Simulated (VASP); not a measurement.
# CdSiN2 (P-4m2) in VASP: settings compared

The runs below take CdSiN2 through single point, relaxation of cell and atoms, with r2SCAN, PBEsol, LDA, PBE.

All numbers are computed with VASP 6.6.1; they aren't measurements. Logs are shortened: lines on timing, memory, paths and dates and some standing lists are left out, and cuts for length are marked.

## (1) The cell of the first run

Symmetry: P-4m2, No. 115, tetragonal system. The conventional cell has a = 3.034 Å, b = 3.034 Å, c = 5.110 Å, α = 90.00°, β = 90.00°, γ = 90.00°. Within 2.9 Å of Cd (site symmetry -4m2) lie 4 N at 2.23 Å. N (site symmetry 2mm) has 2 Si at 1.77 Å and 2 Cd at 2.23 Å within 2.4 Å. Si (site symmetry -4m2) has 4 N at 1.77 Å within 2.4 Å.

## (2) Single point, r2SCAN

Input file POSCAR:

```
CdSiN2
1.0
    3.0339884445      0.0000000000      0.0000000000
    0.0000000000      3.0339884445      0.0000000000
    0.0000000000      0.0000000000      5.1102333224
Cd N Si
1 2 1
Direct
    0.0000000000      0.0000000000      0.0000000000
    0.0000000000      0.5000000000      0.3197391382
    0.5000000000      0.0000000000      0.6802608618
    0.5000000000      0.5000000000      0.5000000000
```

Input file INCAR.step1:

```
SYSTEM = CdSiN2
PREC     = Accurate       ! precision mode
ENCUT    = 520            ! plane-wave cutoff, eV
ISMEAR   = 0              ! smearing method
SIGMA    = 0.01           ! smearing width, eV
LREAL    = .False.        ! projectors in reciprocal space
LASPH    = .True.         ! aspherical terms in the spheres
NELM     = 60             ! most SCF steps
NBANDS   = 21             ! bands
GGA      = PE             ! functional
ALGO     = Normal         ! electronic algorithm
EDIFF    = 1E-4           ! SCF threshold, eV
LWAVE    = .True.         ! write WAVECAR
LCHARG   = .False.        ! write CHGCAR
```

Input file INCAR.step2:

```
SYSTEM = CdSiN2
PREC     = Accurate       ! precision mode
ENCUT    = 520            ! plane-wave cutoff, eV
EDIFF    = 1E-7           ! SCF threshold, eV
ISMEAR   = 0              ! smearing method
SIGMA    = 0.01           ! smearing width, eV
LREAL    = .False.        ! projectors in reciprocal space
LASPH    = .True.         ! aspherical terms in the spheres
NELM     = 60             ! most SCF steps
ALGO     = Normal         ! electronic algorithm
ISIF     = 2              ! what is computed and relaxed
LWAVE    = .False.        ! write WAVECAR
LCHARG   = .False.        ! write CHGCAR
METAGGA  = R2SCAN         ! meta-GGA
LMIXTAU  = .True.       
NBANDS   = 21             ! bands
ISTART   = 1
```

Input file KPOINTS:

```
regular mesh
0
Gamma
  8 8 6
  0 0 0
```

Potentials or basis: VASP PAW PBE potentials, release 64 (Cd, N, Si).

On the command line:

```sh
$ cat potpaw_PBE.64/Cd/POTCAR potpaw_PBE.64/N/POTCAR potpaw_PBE.64/Si/POTCAR > POTCAR
$ cp INCAR.step1 INCAR
$ mpirun -np 1 vasp_std > vasp.out
$ cp INCAR.step2 INCAR
$ mpirun -np 1 vasp_std > vasp.out
```

OUTCAR:

```text
SYSTEM = CdSiN2
   PREC = Accurate
   ENCUT = 520
   EDIFF = 1E-7
   ISMEAR = 0
   LREAL = .False.
   LASPH = .True.
   NELM = 60
   ISIF = 2
   METAGGA = R2SCAN
   ISTART = 1

 ion  position               nearest neighbor table
   1  0.000  0.000  0.000-   2 2.23   3 2.23   2 2.23   3 2.23   4 3.34   4 3.34   4 3.34   4 3.34
                             4 3.34   4 3.34   4 3.34   4 3.34
   2  0.000  0.500  0.320-   4 1.77   4 1.77   1 2.23   1 2.23
   3  0.500  0.000  0.680-   4 1.77   4 1.77   1 2.23   1 2.23
   4  0.500  0.500  0.500-   2 1.77   3 1.77   3 1.77   2 1.77   1 3.34   1 3.34   1 3.34   1 3.34
                             1 3.34   1 3.34   1 3.34   1 3.34

  LATTYP: Found a simple tetragonal cell.
 ALAT       =     3.0339884445
 C/A-ratio  =     1.6843285385

  Lattice vectors:

 A1 = (   3.0339884445,   0.0000000000,   0.0000000000)
 A2 = (   0.0000000000,   3.0339884445,   0.0000000000)
 A3 = (   0.0000000000,   0.0000000000,   5.1102333224)

Analysis of symmetry for initial positions (statically):
=====================================================================
 Subroutine PRICEL returns:
 Original cell was already a primitive cell.

 Routine SETGRP: Setting up the symmetry group for a
 simple tetragonal supercell.

 Subroutine GETGRP returns: Found  8 space group operations
 (whereof  8 operations were pure point group operations)
 out of a pool of 16 trial point group operations.

The static configuration has the point symmetry D_2d.

Analysis of symmetry for dynamics (positions and initial velocities):
=====================================================================
 Subroutine PRICEL returns:
 Original cell was already a primitive cell.

 Routine SETGRP: Setting up the symmetry group for a
 simple tetragonal supercell.

 Subroutine GETGRP returns: Found  8 space group operations
 (whereof  8 operations were pure point group operations)
 out of a pool of 16 trial point group operations.

The dynamic configuration has the point symmetry D_2d.

 Subroutine INISYM returns: Found  8 space group operations
 (whereof  8 operations are pure point group operations),
 and found     1 'primitive' translations

----------------------------------------------------------------------------------------

                                     Primitive cell

  volume of cell :      47.0401

  direct lattice vectors                    reciprocal lattice vectors
     3.033988444  0.000000000  0.000000000     0.329599146  0.000000000  0.000000000
     0.000000000  3.033988444  0.000000000     0.000000000  0.329599146  0.000000000
     0.000000000  0.000000000  5.110233322     0.000000000  0.000000000  0.195685781

  length of vectors
     3.033988444  3.033988444  5.110233322     0.329599146  0.329599146  0.195685781

  position of ions in fractional coordinates (direct lattice)
     0.000000000  0.000000000  0.000000000
     0.000000000  0.500000000  0.319739138
     0.500000000  0.000000000  0.680260862
     0.500000000  0.500000000  0.500000000

  ion indices of the primitive-cell ions
   primitive index   ion index
                 1           1
                 2           2
                 3           3
                 4           4

----------------------------------------------------------------------------------------

 KPOINTS: regular mesh

Automatic generation of k-mesh.
 Grid dimensions read from file:
 generate k-points for:    8    8    6

 Generating k-lattice:

  Cartesian coordinates                     Fractional coordinates (reciprocal lattice)
     0.041199893  0.000000000  0.000000000     0.125000000  0.000000000  0.000000000
     0.000000000  0.041199893  0.000000000     0.000000000  0.125000000  0.000000000
     0.000000000  0.000000000  0.032614297     0.000000000  0.000000000  0.166666667

  Length of vectors
     0.041199893  0.041199893  0.032614297

  Shift w.r.t. Gamma in fractional coordinates (k-lattice)
     0.000000000  0.000000000  0.000000000

 Subroutine IBZKPT returns following result:
 ===========================================

 Found     60 irreducible k-points:

 Following reciprocal coordinates:
            Coordinates               Weight
  0.000000  0.000000  0.000000      1.000000
  0.125000  0.000000  0.000000      4.000000
  0.250000  0.000000  0.000000      4.000000
  0.375000  0.000000  0.000000      4.000000
  0.500000  0.000000  0.000000      2.000000
  0.125000  0.125000  0.000000      4.000000
[... 16 lines left out ...]
  0.375000  0.125000  0.166667     16.000000
  0.500000  0.125000  0.166667      8.000000
 [... further k-points ...]
   k-points           NKPTS =     60   k-points in BZ     NKDIM =     60   number of bands    NBANDS=     21
   number of dos      NEDOS =    301   number of ions     NIONS =      4
   total plane-waves  NPLWV =  23040
   dimension x,y,z NGX =    24 NGY =   24 NGZ =   40
   dimension x,y,z NGXF=    48 NGYF=   48 NGZF=   80
   ions per type =               1   2   1
   NGX,Y,Z   is equivalent  to a cutoff of  13.15, 13.15, 13.01 a.u.
   NGXF,Y,Z  is equivalent  to a cutoff of  26.30, 26.30, 26.03 a.u.
 SYSTEM =  CdSiN2
   PREC   = accura    normal or accurate (medium, high low for compatibility)
   ISTART =      1    job   : 0-new  1-cont  2-samecut
   ICHARG =      0    charge: 1-file 2-atom 10-const
   ISPIN  =      1    spin polarized calculation?
   LNONCOLLINEAR =      F non collinear calculations
   LSORBIT =      F    spin-orbit coupling
   LASPH  =      T    aspherical Exc in radial PAW
   ENCUT  =  520.0 eV  38.22 Ry    6.18 a.u.   5.64  5.64  9.50*2*pi/ulx,y,z
   NELM   =     60;   NELMIN=  2; NELMDL=  0     # of ELM steps
   EDIFF  = 0.1E-06   stopping-criterion for ELM
   LREAL  =      F    real-space projection
   EDIFFG = 0.1E-05   stopping-criterion for IOM
   NSW    =      0    number of steps for IOM
   IBRION =     -1    ionic relax: 0-MD 1-quasi-New 2-CG
   NFREE  =      0    steps in history (QN), initial steepest desc. (CG)
   ISIF   =      2    stress and relaxation
   ISYM   =      2    0-nonsym 1-usesym 2-fastsym
   POTIM  = 0.5000    time-step for ionic-motion
   TEBEG  =    0.0;   TEEND  =   0.0 temperature during run
   PSTRESS=    0.0 pullay stress
   NELECT =      26.0000    total number of electrons
   NUPDOWN=      -1.0000    fix difference up-down
   EMIN   =  10.00;   EMAX   =-10.00  energy-range for DOS
   EFERMI =   0.00;   METHOD = LEGACY
   ISMEAR =     0;   SIGMA  =   0.01  broadening in eV -4-tet -1-fermi 0-gaus
   EFERMI_NEDOS =   21; number of points for ismear=-14 and -15
   IALGO  =     38    algorithm
   IMIX   =      4    mixing-type and parameters
     AMIX     =   0.40;   BMIX     =  1.00
     AMIX_MAG =   1.60;   BMIX_MAG =  1.00
  volume/ion in A,a.u.               =      11.76        79.36
  Fermi-wavevector in a.u.,A,eV,Ry     =   1.343517  2.538879 24.559023  1.805037
  Thomas-Fermi vector in A             =   2.471584
   LORBIT       =      0    0 simple, 1 ext, 2 COOP (PROOUT), +10 PAW based schemes
   METAGGA = R2SCAN    functional components
   LHFCALC =     F    Hartree Fock is set to
   AEXX    =    0.0000 exact exchange contribution
   IVDW    =     0    specifies the selected vdW correction
   LEPSILON=     F    determine dielectric tensor
   LRPA    =     F    only Hartree local field effects (RPA)
 non-spin polarized calculation
 Gauss-broadening in eV      SIGMA  =   0.01
  energy-cutoff  :      520.00
  volume of cell :       47.04
 maximum number of plane-waves:      1288
 NGX is ok and might be reduce to    24
   NGX = 11   NGY = 11   NGZ = 19

 number of electron      25.9999995 magnetization

 Free energy of the ion-electron system (eV)
  ---------------------------------------------------
  ext. energy  EPLUGINS =         0.00000000
  ---------------------------------------------------
  free energy    TOTEN  =       -49.36244911 eV

  energy without entropy =      -49.36244911  energy(sigma->0) =      -49.36244911

 E-fermi :   5.1432     XC(G=0): -12.0687

 val. band max:        5.0256940185   @ k =   0.5000   0.0000   0.5000
 cond. band min:       6.5773538487   @ k =   0.0000   0.0000   0.0000
 fundamental gap:      1.5516598302
 Fermi energy:         5.1432060000

 k-point     1 :       0.0000    0.0000    0.0000
  band No.  band energies     occupation
      1     -12.8018      2.00000
      2      -9.8302      2.00000
      3      -3.8108      2.00000
      4      -3.3996      2.00000
      5      -2.8784      2.00000
      6      -2.8784      2.00000
[... 13 lines left out ...]
     20      16.9183      0.00000
     21      19.7398      0.00000

 k-point     2 :       0.1250    0.0000    0.0000
  band No.  band energies     occupation
      1     -12.6369      2.00000
      2      -9.8246      2.00000
      3      -3.7481      2.00000
      4      -3.3055      2.00000
      5      -2.9806      2.00000
      6      -2.8625      2.00000
[... 13 lines left out ...]
     20      17.1496      0.00000
     21      19.3476      0.00000

 k-point     3 :       0.2500    0.0000    0.0000
  band No.  band energies     occupation
      1     -12.1694      2.00000
      2      -9.8636      2.00000
      3      -3.7245      2.00000
      4      -3.4325      2.00000
      5      -2.9335      2.00000
      6      -2.8277      2.00000
[... 13 lines left out ...]
     20      16.8634      0.00000
     21      19.5504      0.00000
[... 457 lines left out ...]
 k-point    23 :       0.3750    0.1250    0.1667
  band No.  band energies     occupation
      1     -11.3414      2.00000
      2     -10.0409      2.00000
      3      -4.0008      2.00000
      4      -3.5027      2.00000
      5      -3.0349      2.00000
      6      -2.9339      2.00000
[... 13 lines left out ...]
     20      17.6015      0.00000
     21      18.4898      0.00000

 k-point    24 :       0.5000    0.1250    0.1667
  band No.  band energies     occupation
      1     -10.8623      2.00000
      2     -10.3141      2.00000
      3      -4.2786      2.00000
      4      -3.5288      2.00000
      5      -3.0914      2.00000
      6      -2.8962      2.00000
[... 13 lines left out ...]
     20      17.2384      0.00000
     21      19.3554      0.00000

 [... further k-points ...]
[... 5 lines left out ...]
  --------------------------------------------------------------------------------------
  -------------------------------------------------------------------------------------
  Total        0.2228501      0.2228501      0.3831736      0.0000000      0.0000000     -0.0000000
  in kB        7.5902276      7.5902276     13.0508142      0.0000000      0.0000000     -0.0000000
  external PRESSURE =       9.4104231 kB  Pullay stress =       0.0000000 kB

 VOLUME and BASIS-vectors are now :
 -----------------------------------------------------------------------------
  energy-cutoff  :      520.00
  volume of cell :       47.04
      direct lattice vectors                 reciprocal lattice vectors
     3.033988444  0.000000000  0.000000000     0.329599146  0.000000000  0.000000000
     0.000000000  3.033988444  0.000000000     0.000000000  0.329599146  0.000000000
     0.000000000  0.000000000  5.110233322     0.000000000  0.000000000  0.195685781

 POSITION                                       TOTAL-FORCE (eV/Angst)
 -----------------------------------------------------------------------------------
      0.00000      0.00000      0.00000         0.000000     -0.000000      0.000000
      0.00000      1.51699      1.63394         0.000000      0.000000      0.116975
      1.51699      0.00000      3.47629         0.000000      0.000000     -0.116975
      1.51699      1.51699      2.55512         0.000000     -0.000000      0.000000
 -----------------------------------------------------------------------------------
    total drift:                                0.000000      0.000000      0.000000

  FREE ENERGIE OF THE ION-ELECTRON SYSTEM (eV)
  ---------------------------------------------------
  free  energy   TOTEN  =       -49.3624491075 eV

  energy  without entropy=      -49.3624491075  energy(sigma->0) =      -49.36244911
```

Run time: 64 s. Hardware: 1 thread of Intel Xeon 6975P-C (Granite Rapids), shared host; peak memory 0.21 GiB.

Results:

```
Free energy            : -49.3624 eV
Pressure               : 0.9 GPa
Largest force          : 0.117 eV/Å
Band gap on the k mesh : 1.55 eV, indirect (least direct gap 1.58 eV)
```

Forces on the atoms (eV/Å):
```
Cd   0.000  0.000  0.000
N    0.000  0.000  0.117
N    0.000  0.000 -0.117
Si   0.000  0.000  0.000
```

Stress tensor (GPa, compression positive):
```
0.76 0.00 0.00
0.00 0.76 0.00
0.00 0.00 1.31
```

Levels at points of the mesh, in eV from the valence-band top:
| k point | band 11 | band 12 | band 13 | band 14 | band 15 | band 16 |
| --- | --- | --- | --- | --- | --- | --- |
| (0.00, 0.00, 0.00) | -2.50 | -0.03 | -0.03 | 1.55 | 4.88 | 6.98 |
| (0.50, 0.00, 0.00) | -3.29 | -3.09 | -0.10 | 4.59 | 5.79 | 6.03 |
| (0.50, 0.50, 0.00) | -2.54 | -2.54 | -1.70 | 3.37 | 3.37 | 7.24 |
| (0.00, 0.00, 0.50) | -3.72 | -0.48 | -0.48 | 4.08 | 4.64 | 4.79 |
| (0.50, 0.00, 0.50) | -1.89 | -1.40 | 0.00 | 3.67 | 4.48 | 6.84 |
| (0.50, 0.50, 0.50) | -3.42 | -3.42 | -1.85 | 6.07 | 6.07 | 8.15 |

Caveat: the PAW data sets were made with another functional, which shifts forces and pressure a little. A k mesh can miss the band edges.

(Continued in part 2 of 2.)
